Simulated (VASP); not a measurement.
# In2Te2O (P4/nmm) in VASP: relaxation of cell and atoms with PBE

Aim: the relaxation of cell and atoms of In2Te2O with PBE.

Everything below comes from runs of VASP 6.6.1. Logs are shortened: lines on timing, memory, paths and dates and some standing lists are left out, and cuts for length are marked.

## Step 1: The cell of the first run

Symmetry: P4/nmm, No. 129, tetragonal system. The conventional cell has a = 4.100 Å, b = 4.100 Å, c = 14.600 Å, α = 90.00°, β = 90.00°, γ = 90.00°. Within 3.5 Å of In (site symmetry 4mm) lie 5 Te at 2.63 to 2.90 Å. In (site symmetry 4mm) has 4 O at 2.43 Å and 4 Te at 3.25 Å within 3.3 Å. Te (site symmetry 4mm) has 5 In at 2.63 to 3.25 Å and 4 O at 3.45 Å within 3.5 Å. Te (site symmetry 4mm) has 5 In at 2.90 to 3.65 Å within 3.8 Å. O (site symmetry -4m2) has 4 In at 2.43 Å and 4 O at 2.90 Å within 3.2 Å.

## Step 2: Relaxation of cell and atoms, PBE

Contents of INCAR:

```
SYSTEM = In2Te2O
ALGO = Normal
EDIFF = 1E-7
EDIFFG = -0.08
ENCUT = 600
GGA = PE
IBRION = 2
ISIF = 3
ISMEAR = 0
LASPH = .TRUE.
LCHARG = .FALSE.
LREAL = .FALSE.
LWAVE = .FALSE.
NELM = 100
NSW = 36
PREC = Accurate
SIGMA = 0.15
```

Contents of KPOINTS:

```
k-points
0
G
  3 3 1
  0 0 0
```

Contents of POSCAR:

```
In2Te2O
1.0
    4.1000000000      0.0000000000      0.0000000000
    0.0000000000      4.1000000000      0.0000000000
    0.0000000000      0.0000000000     14.6000000000
In Te O
4 4 2
Direct
    0.5000000000      0.0000000000      0.6300000000
    0.0000000000      0.5000000000      0.9100000000
    0.5000000000      0.0000000000      0.0900000000
    0.0000000000      0.5000000000      0.3700000000
    0.5000000000      0.0000000000      0.8100000000
    0.0000000000      0.5000000000      0.6200000000
    0.0000000000      0.5000000000      0.1900000000
    0.5000000000      0.0000000000      0.3800000000
    0.5000000000      0.5000000000      0.0000000000
    0.0000000000      0.0000000000      0.0000000000
```

Potentials or basis: VASP PAW PBE potentials, release 64 (In_d, Te, O).

The run is started by

```sh
> cat potpaw_PBE.64/In_d/POTCAR potpaw_PBE.64/Te/POTCAR potpaw_PBE.64/O/POTCAR > POTCAR
> mpirun -np 1 vasp_std > vasp.out
```

OUTCAR:

```text
SYSTEM = In2Te2O
   EDIFF = 1E-7
   EDIFFG = -0.08
   ENCUT = 600
   GGA = PE
   IBRION = 2
   ISIF = 3
   ISMEAR = 0
   LASPH = .TRUE.
   LREAL = .FALSE.
   NELM = 100
   NSW = 36
   PREC = Accurate

 ion  position               nearest neighbor table
   1  0.500  0.000  0.630-   5 2.63   6 2.90   6 2.90   6 2.90   6 2.90   8 3.65
   2  0.000  0.500  0.910-   9 2.43  10 2.43  10 2.43   9 2.43   5 3.25   5 3.25   5 3.25   5 3.25
                             3 3.91   3 3.91   3 3.91   3 3.91
   3  0.500  0.000  0.090-   9 2.43  10 2.43   9 2.43  10 2.43   7 3.25   7 3.25   7 3.25   7 3.25
                             2 3.91   2 3.91   2 3.91   2 3.91
   4  0.000  0.500  0.370-   7 2.63   8 2.90   8 2.90   8 2.90   8 2.90   6 3.65
   5  0.500  0.000  0.810-   1 2.63   2 3.25   2 3.25   2 3.25   2 3.25
   6  0.000  0.500  0.620-   1 2.90   1 2.90   1 2.90   1 2.90   4 3.65
   7  0.000  0.500  0.190-   4 2.63   3 3.25   3 3.25   3 3.25   3 3.25
   8  0.500  0.000  0.380-   4 2.90   4 2.90   4 2.90   4 2.90   1 3.65
   9  0.500  0.500  0.000-   2 2.43   3 2.43   3 2.43   2 2.43
  10  0.000  0.000  0.000-   2 2.43   3 2.43   2 2.43   3 2.43

  LATTYP: Found a simple tetragonal cell.
 ALAT       =     4.1000000000
 C/A-ratio  =     3.5609756098

  Lattice vectors:

 A1 = (   4.1000000000,   0.0000000000,   0.0000000000)
 A2 = (   0.0000000000,   4.1000000000,   0.0000000000)
 A3 = (   0.0000000000,   0.0000000000,  14.6000000000)

Analysis of symmetry for initial positions (statically):
=====================================================================
 Subroutine PRICEL returns:
 Original cell was already a primitive cell.

 Routine SETGRP: Setting up the symmetry group for a
 simple tetragonal supercell.

 Subroutine GETGRP returns: Found 16 space group operations
 (whereof  8 operations were pure point group operations)
 out of a pool of 16 trial point group operations.

The static configuration has the point symmetry D_2d.
 The point group associated with its full space group is D_4h.

Analysis of symmetry for dynamics (positions and initial velocities):
=====================================================================
 Subroutine PRICEL returns:
 Original cell was already a primitive cell.

 Routine SETGRP: Setting up the symmetry group for a
 simple tetragonal supercell.

 Subroutine GETGRP returns: Found 16 space group operations
 (whereof  8 operations were pure point group operations)
 out of a pool of 16 trial point group operations.

The dynamic configuration has the point symmetry D_2d.
 The point group associated with its full space group is D_4h.

 Subroutine INISYM returns: Found 16 space group operations
 (whereof  8 operations are pure point group operations),
 and found     1 'primitive' translations

----------------------------------------------------------------------------------------

                                     Primitive cell

  volume of cell :     245.4260

  direct lattice vectors                    reciprocal lattice vectors
     4.100000000  0.000000000  0.000000000     0.243902439  0.000000000  0.000000000
     0.000000000  4.100000000  0.000000000     0.000000000  0.243902439  0.000000000
     0.000000000  0.000000000 14.600000000     0.000000000  0.000000000  0.068493151

  length of vectors
     4.100000000  4.100000000 14.600000000     0.243902439  0.243902439  0.068493151

  position of ions in fractional coordinates (direct lattice)
     0.500000000  0.000000000  0.630000000
     0.000000000  0.500000000  0.910000000
     0.500000000  0.000000000  0.090000000
     0.000000000  0.500000000  0.370000000
     0.500000000  0.000000000  0.810000000
     0.000000000  0.500000000  0.620000000
     0.000000000  0.500000000  0.190000000
     0.500000000  0.000000000  0.380000000
     0.500000000  0.500000000  0.000000000
     0.000000000  0.000000000  0.000000000

  ion indices of the primitive-cell ions
   primitive index   ion index
                 1           1
                 2           2
                 3           3
                 4           4
                 5           5
                 6           6
                 7           7
                 8           8
                 9           9
                10          10

----------------------------------------------------------------------------------------

 KPOINTS: k-points

Automatic generation of k-mesh.
 Grid dimensions read from file:
 generate k-points for:    3    3    1

 Generating k-lattice:

  Cartesian coordinates                     Fractional coordinates (reciprocal lattice)
     0.081300813  0.000000000  0.000000000     0.333333333  0.000000000  0.000000000
     0.000000000  0.081300813  0.000000000     0.000000000  0.333333333  0.000000000
     0.000000000  0.000000000  0.068493151     0.000000000  0.000000000  1.000000000

  Length of vectors
     0.081300813  0.081300813  0.068493151

  Shift w.r.t. Gamma in fractional coordinates (k-lattice)
     0.000000000  0.000000000  0.000000000

 Subroutine IBZKPT returns following result:
 ===========================================

 Found      3 irreducible k-points:

 Following reciprocal coordinates:
            Coordinates               Weight
  0.000000  0.000000  0.000000      1.000000
  0.333333  0.000000  0.000000      4.000000
  0.333333  0.333333  0.000000      4.000000
   k-points           NKPTS =      3   k-points in BZ     NKDIM =      3   number of bands    NBANDS=     52
   number of dos      NEDOS =    301   number of ions     NIONS =     10
   total plane-waves  NPLWV = 155520
   dimension x,y,z NGX =    36 NGY =   36 NGZ =  120
   dimension x,y,z NGXF=    72 NGYF=   72 NGZF=  240
   ions per type =               4   4   2
   NGX,Y,Z   is equivalent  to a cutoff of  14.60, 14.60, 13.66 a.u.
   NGXF,Y,Z  is equivalent  to a cutoff of  29.19, 29.19, 27.33 a.u.
 SYSTEM =  In2Te2O
   PREC   = accura    normal or accurate (medium, high low for compatibility)
   ISTART =      0    job   : 0-new  1-cont  2-samecut
   ICHARG =      2    charge: 1-file 2-atom 10-const
   ISPIN  =      1    spin polarized calculation?
   LNONCOLLINEAR =      F non collinear calculations
   LSORBIT =      F    spin-orbit coupling
   LASPH  =      T    aspherical Exc in radial PAW
   ENCUT  =  600.0 eV  44.10 Ry    6.64 a.u.   8.19  8.19 29.16*2*pi/ulx,y,z
   NELM   =    100;   NELMIN=  2; NELMDL= -5     # of ELM steps
   EDIFF  = 0.1E-06   stopping-criterion for ELM
   LREAL  =      F    real-space projection
   EDIFFG = -.8E-01   stopping-criterion for IOM
   NSW    =     36    number of steps for IOM
   IBRION =      2    ionic relax: 0-MD 1-quasi-New 2-CG
   NFREE  =      1    steps in history (QN), initial steepest desc. (CG)
   ISIF   =      3    stress and relaxation
   ISYM   =      2    0-nonsym 1-usesym 2-fastsym
   POTIM  = 0.5000    time-step for ionic-motion
   TEBEG  =    0.0;   TEEND  =   0.0 temperature during run
   PSTRESS=    0.0 pullay stress
   NELECT =      88.0000    total number of electrons
   NUPDOWN=      -1.0000    fix difference up-down
   EMIN   =  10.00;   EMAX   =-10.00  energy-range for DOS
   EFERMI =   0.00;   METHOD = LEGACY
   ISMEAR =     0;   SIGMA  =   0.15  broadening in eV -4-tet -1-fermi 0-gaus
   EFERMI_NEDOS =   21; number of points for ismear=-14 and -15
   IALGO  =     38    algorithm
   IMIX   =      4    mixing-type and parameters
     AMIX     =   0.40;   BMIX     =  1.00
     AMIX_MAG =   1.60;   BMIX_MAG =  1.00
  volume/ion in A,a.u.               =      24.54       165.62
  Fermi-wavevector in a.u.,A,eV,Ry     =   1.163042  2.197831 18.404159  1.352668
  Thomas-Fermi vector in A             =   2.299597
   LORBIT       =      0    0 simple, 1 ext, 2 COOP (PROOUT), +10 PAW based schemes
   GGA     = PE    functional components
   LHFCALC =     F    Hartree Fock is set to
   AEXX    =    0.0000 exact exchange contribution
   IVDW    =     0    specifies the selected vdW correction
   LEPSILON=     F    determine dielectric tensor
   LRPA    =     F    only Hartree local field effects (RPA)
 conjugate gradient relaxation of ions
 non-spin polarized calculation
 Gauss-broadening in eV      SIGMA  =   0.15
  energy-cutoff  :      600.00
  volume of cell :      245.43
 maximum number of plane-waves:      8215
 NGX is ok and might be reduce to    36
   NGX = 17   NGY = 17   NGZ = 59

--------------------------------------- Ionic step        1  -------------------------------------------

 number of electron      87.9999987 magnetization

 Free energy of the ion-electron system (eV)
  ---------------------------------------------------
  ext. energy  EPLUGINS =         0.00000000
  ---------------------------------------------------
  free energy    TOTEN  =       -34.89730326 eV

  energy without entropy =      -34.79656095  energy(sigma->0) =      -34.84693211

------------------------ aborting loop because EDIFF is reached ----------------------------------------

  FORCE on cell =-STRESS in cart. coord.  units (eV):
  Direction    XX          YY          ZZ          XY          YZ          ZX
  --------------------------------------------------------------------------------------
  -------------------------------------------------------------------------------------
  Total        3.3870427      3.3870427      1.4282865      0.0000000      0.0000000      0.0000000
  in kB       22.1111173     22.1111173      9.3240661      0.0000000      0.0000000      0.0000000
  external PRESSURE =      17.8487669 kB  Pullay stress =       0.0000000 kB
[... 113 lines left out ...]
  FREE ENERGIE OF THE ION-ELECTRON SYSTEM (eV)
  ---------------------------------------------------
  free  energy   TOTEN  =       -36.3487293925 eV

  energy  without entropy=      -36.2364225993  energy(sigma->0) =      -36.29257600

[... ionic steps 4 to 9 ...]

--------------------------------------- Ionic step       10  -------------------------------------------

 number of electron      88.0000026 magnetization

------------------------ aborting loop because EDIFF is reached ----------------------------------------

  FORCE on cell =-STRESS in cart. coord.  units (eV):
  Direction    XX          YY          ZZ          XY          YZ          ZX
  --------------------------------------------------------------------------------------
  -------------------------------------------------------------------------------------
  Total        0.8934550      0.8934550      1.0660346      0.0000000      0.0000000      0.0000000
  in kB        5.6531668      5.6531668      6.7451314      0.0000000      0.0000000      0.0000000
  external PRESSURE =       6.0171550 kB  Pullay stress =       0.0000000 kB
[... 73 lines left out ...]
  energy  without entropy=      -36.8168895124  energy(sigma->0) =      -36.84634921

--------------------------------------- Ionic step       12  -------------------------------------------

 number of electron      88.0000028 magnetization

 Free energy of the ion-electron system (eV)
  ---------------------------------------------------
  ext. energy  EPLUGINS =         0.00000000
  ---------------------------------------------------
  free energy    TOTEN  =       -36.88076886 eV

  energy without entropy =      -36.82064356  energy(sigma->0) =      -36.85070621

 E-fermi :   6.1324     XC(G=0):  -9.6214

 val. band max:        6.1011289535   @ k =   0.3333   0.0000   0.0000
 cond. band min:       6.3865538314   @ k =   0.3333   0.3333   0.0000
 fundamental gap:      0.2854248780
 Fermi energy:         6.1323767053

 k-point     1 :       0.0000    0.0000    0.0000
  band No.  band energies     occupation
      1     -12.5143      2.00000
      2     -11.9881      2.00000
      3      -8.8540      2.00000
      4      -8.7401      2.00000
      5      -8.6942      2.00000
      6      -8.6938      2.00000
[... 44 lines left out ...]
     51       9.9355      0.00000
     52      10.6745      0.00000

 k-point     2 :       0.3333    0.0000    0.0000
  band No.  band energies     occupation
      1     -12.3127      2.00000
      2     -12.0462      2.00000
      3      -8.7912      2.00000
      4      -8.7342      2.00000
      5      -8.7264      2.00000
      6      -8.7236      2.00000
[... 44 lines left out ...]
     51       9.9479      0.00000
     52      10.0523      0.00000

 k-point     3 :       0.3333    0.3333    0.0000
  band No.  band energies     occupation
      1     -12.1712      2.00000
      2     -12.0362      2.00000
      3      -8.8429      2.00000
      4      -8.8266      2.00000
      5      -8.7190      2.00000
      6      -8.7112      2.00000
[... 81 lines left out ...]
  FREE ENERGIE OF THE ION-ELECTRON SYSTEM (eV)
  ---------------------------------------------------
  free  energy   TOTEN  =       -36.8807688628 eV

  energy  without entropy=      -36.8206435609  energy(sigma->0) =      -36.85070621

 reached required accuracy - stopping structural energy minimisation
```

Wall time 6.1 min (1 thread of Intel Xeon 6975P-C (Granite Rapids), shared host); peak memory 0.44 GiB.

Results:

- Free energy: -36.8808 eV
- Relaxed volume: 25.51 Å³/atom
- Relaxed cell: a = 4.222 Å, b = 4.222 Å, c = 14.309 Å, α = 90.00°, β = 90.00°, γ = 90.00°
- Space group after relaxing (to 0.1 Å): P4/nmm (No. 129)
- Energy gained by relaxing: 198.3 meV/atom
- Ionic steps: 12
- Pressure after relaxing: 0.0 GPa
- Largest force after relaxing: 0.079 eV/Å
- Band gap on the k mesh: zero (bands 44 and 45 overlap by 0.17 eV)

Forces in eV/Å, atoms in the order of the input:
```
In   0.000  0.000  0.079
In   0.000  0.000 -0.062
In   0.000  0.000  0.062
In   0.000  0.000 -0.079
Te   0.000  0.000  0.008
Te   0.000  0.000  0.011
Te   0.000  0.000 -0.008
Te   0.000  0.000 -0.011
O    0.000  0.000  0.000
O    0.000  0.000  0.000
```

Step by step:
```tsv
step	energy change (eV)	largest force (eV/Å)	pressure (GPa)	volume (Å³)
1	0.0000	2.9759	1.78	245.43
2	-1.1094	1.9352	-1.23	255.26
3	-1.4514	0.8961	-2.91	266.03
4	-1.6553	0.6745	1.88	247.60
5	-1.6827	0.6510	0.48	252.06
6	-1.7673	0.5048	0.30	252.75
7	-1.8915	0.4935	0.20	254.74
8	-1.9612	0.2243	-0.36	257.13
9	-1.9704	0.1263	-0.56	258.32
10	-1.9751	0.1824	0.60	253.22
11	-1.9785	0.1610	0.13	255.19
12	-1.9835	0.0786	0.04	255.11
```

Final structure:
```xyz
10
Lattice="4.2224 0.0000 0.0000 0.0000 4.2224 0.0000 0.0000 0.0000 14.3089" Properties=species:S:1:pos:R:3 pbc="T T T"
In    2.1112    0.0000    8.7543
In    0.0000    2.1112   13.3817
In    2.1112    0.0000    0.9272
In    0.0000    2.1112    5.5546
Te    2.1112    0.0000   11.5701
Te    0.0000    2.1112    8.5031
Te    4.2224    2.1112    2.7388
Te    2.1112    0.0000    5.8057
O     2.1112    2.1112    0.0000
O     4.2224    4.2224    0.0000
```

Levels at points of the mesh, in eV from the Fermi level:
| k point | band 40 | band 41 | band 42 | band 43 | band 44 | band 45 | band 46 | band 47 | band 48 | band 49 |
| --- | --- | --- | --- | --- | --- | --- | --- | --- | --- | --- |
| (0.00, 0.00, 0.00) | -1.64 | -1.30 | -0.35 | -0.35 | -0.20 | -0.20 | -0.13 | 0.45 | 1.20 | 2.64 |

Caveat: the k points lie up to 0.50 Å⁻¹ apart in the final cell; spin-orbit coupling is left out, which moves the levels of the heavy elements; the relaxation stopped at a loose force limit of 0.08 eV/Å, so its end isn't a converged minimum.
